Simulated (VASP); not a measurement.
A run of VASP 6.6.1:

INCAR

```
PREC = Accurate
ENCUT = 600
EDIFF = 1E-6
ISMEAR = 0
SIGMA = 0.01
LREAL = False
LASPH = True
NELM = 80
ALGO = Normal
ISIF = 3
LWAVE = False
LCHARG = False
GGA = CA
IBRION = 2
NSW = 100
EDIFFG = -0.002
PSTRESS = 70.0
```

KPOINTS

```
regular mesh
0
Gamma
  10 10 4
```

Contents of POSCAR:

```
C
1.0
    2.4448953134      0.0000000000      0.0000000000
   -1.2224476567      2.1173414510      0.0000000000
    0.0000000000      0.0000000000      6.6540256864
C
4
Direct
    0.0000000000      0.0000000000      0.0024999774
    0.0000000000      0.0000000000      0.5024999774
    0.3333333333      0.6666666667      0.0025000226
    0.6666666667      0.3333333333      0.5025000226
```

Potentials or basis: VASP PAW LDA potentials, release 64 (C).

Command:

```bash
$ cat potpaw_LDA.64/C/POTCAR > POTCAR
$ mpirun -np 1 vasp_std > vasp.out
```

Hardware: 1 thread of Intel(R) Xeon(R) Platinum 8488C (Sapphire Rapids) (shared host).

Question: Estimate the wall time of this run.

Answer: Run time: 57 s on 1 thread of Intel(R) Xeon(R) Platinum 8488C (Sapphire Rapids), with other jobs on the host, peak memory 0.14 GiB. Counts: scf iterations 72, k points 42, ion steps 10.
